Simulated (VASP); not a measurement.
# Sb (R-3m) in VASP: single point with LDA

Aim: the single point of Sb with LDA.

Everything below comes from runs of VASP 6.6.1. Logs are shortened: lines on timing, memory, paths and dates and some standing lists are left out, and cuts for length are marked.

### 1 The cell of the first run

It takes space group R-3m (No. 166, trigonal). Conventional cell: a = 2.921 Å, b = 2.921 Å, c = 7.210 Å, α = 90.00°, β = 90.00°, γ = 120.00°. Within 3.8 Å of Sb (site symmetry -3m) lie 12 Sb at 2.92 to 2.94 Å.

### 2 Single point, LDA

File INCAR:

```
  PREC = Accurate
  ENCUT = 500
  EDIFF = 1E-6
  ISMEAR = -1
  SIGMA = 0.1
  LREAL = False
  LASPH = True
  NELM = 120
  ALGO = Normal
  ISIF = 2
  LWAVE = False
  LCHARG = False
  NBANDS = 12
  GGA_COMPAT = False
```

File KPOINTS:

```
regular mesh
0
Gamma
  6 6 6
```

File POSCAR:

```
Sb
1.0
    1.4605466962      0.8432470282      4.8067846232
   -1.4605466962      0.8432470282      4.8067846232
    0.0000000000     -1.6864940564      4.8067846232
Sb
2
Direct
    0.2500005197      0.2500005197      0.2500005197
    0.7499994803      0.7499994803      0.7499994803
```

Potentials or basis: VASP PAW LDA potentials, release 64 (Sb).

The run is started by

```sh
$ cat potpaw_LDA.64/Sb/POTCAR > POTCAR
$ mpirun -np 1 vasp_std > vasp.out
```

OUTCAR:

```text
PREC = Accurate
   ENCUT = 500
   EDIFF = 1E-6
   ISMEAR = -1
   LREAL = False
   LASPH = True
   NELM = 120
   ISIF = 2

 ion  position               nearest neighbor table
   1  0.250  0.250  0.250-   2 2.94   2 2.94   2 2.94   2 2.94   2 2.94   2 2.94
   2  0.750  0.750  0.750-   1 2.94   1 2.94   1 2.94   1 2.94   1 2.94   1 2.94

  LATTYP: Found a trigonal (rhomboedric) cell.
 ALAT       =     5.0940593456
 COS(alpha) =     0.8355882361

  Lattice vectors:

 A1 = (   1.4605466962,   0.8432470282,   4.8067846232)
 A2 = (  -1.4605466962,   0.8432470282,   4.8067846232)
 A3 = (   0.0000000000,  -1.6864940564,   4.8067846232)

Analysis of symmetry for initial positions (statically):
=====================================================================
 Subroutine PRICEL returns following result:

  LATTYP: Found a trigonal (rhomboedric) cell.
 ALAT       =     2.9360907432
 COS(alpha) =     0.5050907500

  Lattice vectors:

 A1 = (  -1.4605466962,   0.8432470282,  -2.4034073001)
 A2 = (   1.4605466962,   0.8432470282,  -2.4033773231)
 A3 = (   0.0000000000,  -1.6864940564,  -2.4034073001)

   2 primitive cells build up your supercell.

 Routine SETGRP: Setting up the symmetry group for a
 trigonal (rhombohedral) supercell.

 Subroutine GETGRP returns: Found 12 space group operations
 (whereof 12 operations were pure point group operations)
 out of a pool of 12 trial point group operations.

The static configuration has the point symmetry D_3d.

Analysis of symmetry for dynamics (positions and initial velocities):
=====================================================================
 Subroutine PRICEL returns following result:

  LATTYP: Found a trigonal (rhomboedric) cell.
 ALAT       =     2.9360907432
 COS(alpha) =     0.5050907500

  Lattice vectors:

 A1 = (  -1.4605466962,   0.8432470282,  -2.4034073001)
 A2 = (   1.4605466962,   0.8432470282,  -2.4033773231)
 A3 = (   0.0000000000,  -1.6864940564,  -2.4034073001)

   2 primitive cells build up your supercell.

 Routine SETGRP: Setting up the symmetry group for a
 trigonal (rhombohedral) supercell.

 Subroutine GETGRP returns: Found 12 space group operations
 (whereof 12 operations were pure point group operations)
 out of a pool of 12 trial point group operations.

The dynamic configuration has the point symmetry D_3d.

 Subroutine INISYM returns: Found 12 space group operations
 (whereof 12 operations are pure point group operations),
 and found     2 'primitive' translations

----------------------------------------------------------------------------------------

                                     Primitive cell

  volume of cell :      17.7602

  direct lattice vectors                    reciprocal lattice vectors
    -1.460546696  0.843247028 -2.403407300    -0.342336142  0.197649507 -0.138692563
     1.460546696  0.843247028 -2.403377323     0.342338989  0.197649507 -0.138692563
     0.000000000 -1.686494056 -2.403407300     0.000001423 -0.395296549 -0.138692563

  length of vectors
     2.936090743  2.936066205  2.936090743     0.418921220  0.418923547  0.418921220

  position of ions in fractional coordinates (direct lattice)
     0.500000000  0.500000000  0.500000000

  ion indices of the primitive-cell ions
   primitive index   ion index
                 1           1

----------------------------------------------------------------------------------------

 KPOINTS: regular mesh

Automatic generation of k-mesh.
 Grid dimensions read from file:
 generate k-points for:    6    6    6

 Generating k-lattice:

  Cartesian coordinates                     Fractional coordinates (reciprocal lattice)
     0.057056261  0.032941448  0.011557738     0.166666667 -0.000000000 -0.000000000
    -0.057056261  0.032941448  0.011557738    -0.000000000  0.166666667 -0.000000000
     0.000000000 -0.065882895  0.011557738    -0.000000000 -0.000000000  0.166666667

  Length of vectors
     0.066888991  0.066888991  0.066888991

  Shift w.r.t. Gamma in fractional coordinates (k-lattice)
     0.000000000  0.000000000  0.000000000

 Subroutine IBZKPT returns following result:
 ===========================================

 Found     32 irreducible k-points:

 Following reciprocal coordinates:
            Coordinates               Weight
  0.000000  0.000000  0.000000      1.000000
  0.166667  0.000000 -0.000000      6.000000
  0.333333  0.000000  0.000000      6.000000
  0.500000  0.000000  0.000000      3.000000
  0.166667  0.166667 -0.000000      6.000000
  0.333333  0.166667  0.000000     12.000000
[... 16 lines left out ...]
  0.500000  0.500000  0.166667      6.000000
 -0.333333  0.500000  0.166667     12.000000
 [... further k-points ...]
   k-points           NKPTS =     32   k-points in BZ     NKDIM =     32   number of bands    NBANDS=     12
   number of dos      NEDOS =    301   number of ions     NIONS =      2
   total plane-waves  NPLWV =  64000
   dimension x,y,z NGX =    40 NGY =   40 NGZ =   40
   dimension x,y,z NGXF=    80 NGYF=   80 NGZF=   80
   ions per type =               2
   NGX,Y,Z   is equivalent  to a cutoff of  13.05, 13.05, 13.05 a.u.
   NGXF,Y,Z  is equivalent  to a cutoff of  26.11, 26.11, 26.11 a.u.
 SYSTEM =  unknown system
   PREC   = accura    normal or accurate (medium, high low for compatibility)
   ISTART =      0    job   : 0-new  1-cont  2-samecut
   ICHARG =      2    charge: 1-file 2-atom 10-const
   ISPIN  =      1    spin polarized calculation?
   LNONCOLLINEAR =      F non collinear calculations
   LSORBIT =      F    spin-orbit coupling
   LASPH  =      T    aspherical Exc in radial PAW
   ENCUT  =  500.0 eV  36.75 Ry    6.06 a.u.   9.29  9.29  9.29*2*pi/ulx,y,z
   NELM   =    120;   NELMIN=  2; NELMDL= -5     # of ELM steps
   EDIFF  = 0.1E-05   stopping-criterion for ELM
   LREAL  =      F    real-space projection
   EDIFFG = 0.1E-04   stopping-criterion for IOM
   NSW    =      0    number of steps for IOM
   IBRION =     -1    ionic relax: 0-MD 1-quasi-New 2-CG
   NFREE  =      0    steps in history (QN), initial steepest desc. (CG)
   ISIF   =      2    stress and relaxation
   ISYM   =      2    0-nonsym 1-usesym 2-fastsym
   POTIM  = 0.5000    time-step for ionic-motion
   TEBEG  =    0.0;   TEEND  =   0.0 temperature during run
   PSTRESS=    0.0 pullay stress
   NELECT =      10.0000    total number of electrons
   NUPDOWN=      -1.0000    fix difference up-down
   EMIN   =  10.00;   EMAX   =-10.00  energy-range for DOS
   EFERMI =   0.00;   METHOD = LEGACY
   ISMEAR =    -1;   SIGMA  =   0.10  broadening in eV -4-tet -1-fermi 0-gaus
   EFERMI_NEDOS =   21; number of points for ismear=-14 and -15
   IALGO  =     38    algorithm
   IMIX   =      4    mixing-type and parameters
     AMIX     =   0.40;   BMIX     =  1.00
     AMIX_MAG =   1.60;   BMIX_MAG =  1.00
  volume/ion in A,a.u.               =      17.76       119.85
  Fermi-wavevector in a.u.,A,eV,Ry     =   1.072958  2.027597 15.663559  1.151239
  Thomas-Fermi vector in A             =   2.208743
   LORBIT       =      0    0 simple, 1 ext, 2 COOP (PROOUT), +10 PAW based schemes
   GGA     = CA    functional components
   LHFCALC =     F    Hartree Fock is set to
   AEXX    =    0.0000 exact exchange contribution
   IVDW    =     0    specifies the selected vdW correction
   LEPSILON=     F    determine dielectric tensor
   LRPA    =     F    only Hartree local field effects (RPA)
 non-spin polarized calculation
  energy-cutoff  :      500.00
  volume of cell :       35.52
 maximum number of plane-waves:       930
 NGX is ok and might be reduce to    40
   NGX = 19   NGY = 19   NGZ = 19

 number of electron      10.0000000 magnetization

 Free energy of the ion-electron system (eV)
  ---------------------------------------------------
  ext. energy  EPLUGINS =         0.00000000
  ---------------------------------------------------
  free energy    TOTEN  =        -6.97352675 eV

  energy without entropy =       -6.95114306  energy(sigma->0) =       -6.96233490

 E-fermi :  15.1504     XC(G=0): -12.2566

 val. band max:       14.9965081722   @ k =  -0.3333   0.3333   0.1667
 cond. band min:      15.3111160088   @ k =   0.5000   0.1667   0.1667
 fundamental gap:      0.3146078367
 Fermi energy:        15.1503699724

 k-point     1 :       0.0000    0.0000    0.0000
  band No.  band energies     occupation
      1      -1.9539      2.00000
      2       4.4676      2.00000
      3       6.0691      2.00000
      4      21.0818      0.00000
      5      21.0818      0.00000
      6      23.6502      0.00000
      7      23.9414      0.00000
      8      23.9414      0.00000
      9      24.4276      0.00000
     10      24.9516      0.00000
     11      25.1998      0.00000
     12      25.1998      0.00000

 k-point     2 :       0.1667    0.0000   -0.0000
  band No.  band energies     occupation
      1      -1.2255      2.00000
      2       4.8187      2.00000
      3       7.1674      2.00000
      4      16.2134      0.00005
      5      19.2398      0.00000
      6      19.5227      0.00000
      7      21.3324      0.00000
      8      22.3412      0.00000
      9      22.6497      0.00000
     10      24.1221      0.00000
     11      26.4339      0.00000
     12      27.3339      0.00000

 k-point     3 :       0.3333    0.0000    0.0000
  band No.  band energies     occupation
      1       0.9698      2.00000
      2       6.2059      2.00000
      3       9.8438      2.00000
      4      10.2813      2.00000
      5      13.7904      2.00000
      6      17.8205      0.00000
      7      18.6998      0.00000
      8      19.2667      0.00000
      9      21.2276      0.00000
     10      21.9542      0.00000
     11      25.4046      0.00000
     12      29.4639      0.00000
[... 286 lines left out ...]
 k-point    23 :       0.5000    0.5000    0.1667
  band No.  band energies     occupation
      1       1.9516      2.00000
      2       3.5201      2.00000
      3      10.2277      2.00000
      4      12.6677      2.00000
      5      14.7951      1.94431
      6      16.3629      0.00001
      7      18.7501      0.00000
      8      20.3727      0.00000
      9      21.6930      0.00000
     10      21.7547      0.00000
     11      24.1839      0.00000
     12      25.6480      0.00000

 k-point    24 :      -0.3333    0.5000    0.1667
  band No.  band energies     occupation
      1       4.3354      2.00000
      2       5.1676      2.00000
      3       7.9562      2.00000
      4      10.7855      2.00000
      5      12.6831      2.00000
      6      16.2382      0.00004
      7      16.8725      0.00000
      8      18.6720      0.00000
      9      20.2705      0.00000
     10      21.7801      0.00000
     11      24.3299      0.00000
     12      27.7132      0.00000

 [... further k-points ...]

------------------------ aborting loop because EDIFF is reached ----------------------------------------

  FORCE on cell =-STRESS in cart. coord.  units (eV):
  Direction    XX          YY          ZZ          XY          YZ          ZX
  --------------------------------------------------------------------------------------
  -------------------------------------------------------------------------------------
  Total       13.7634598     13.7634598     13.7246187      0.0000000      0.0000000      0.0000000
  in kB      620.8147432    620.8147432    619.0627737      0.0000000      0.0000000      0.0000000
  external PRESSURE =     620.2307534 kB  Pullay stress =       0.0000000 kB

 VOLUME and BASIS-vectors are now :
 -----------------------------------------------------------------------------
  energy-cutoff  :      500.00
  volume of cell :       35.52
      direct lattice vectors                 reciprocal lattice vectors
     1.460546696  0.843247028  4.806784623     0.342337565  0.197648685  0.069346426
    -1.460546696  0.843247028  4.806784623    -0.342337565  0.197648685  0.069346426
     0.000000000 -1.686494056  4.806784623     0.000000000 -0.395297371  0.069346426

 POSITION                                       TOTAL-FORCE (eV/Angst)
 -----------------------------------------------------------------------------------
      0.00000      0.00000      3.60510         0.000000      0.000000     -0.000000
      0.00000      0.00000     10.81526         0.000000     -0.000000      0.000000
 -----------------------------------------------------------------------------------
    total drift:                                0.000000     -0.000000      0.000000

  FREE ENERGIE OF THE ION-ELECTRON SYSTEM (eV)
  ---------------------------------------------------
  free  energy   TOTEN  =        -6.9735267458 eV

  energy  without entropy=       -6.9511430607  energy(sigma->0) =       -6.96233490
```

Run time: 44 s. Hardware: 1 thread of Intel Xeon 8259CL, shared host; peak memory 0.2 GiB.

What came out:

```yaml
Free_energy: -6.9735 eV
Pressure: 62.0 GPa
Band_gap_on_the_k_mesh: zero (band 5 reaches 22.06 eV, above the bottom of band 6 at 11.69 eV)
```

Stress tensor (GPa, compression positive):
```
62.08  0.00  0.00
 0.00 62.08  0.00
 0.00  0.00 61.91
```

Caveat: the k points lie up to 0.42 Å⁻¹ apart; spin-orbit coupling is left out, which moves the levels of the heavy elements.
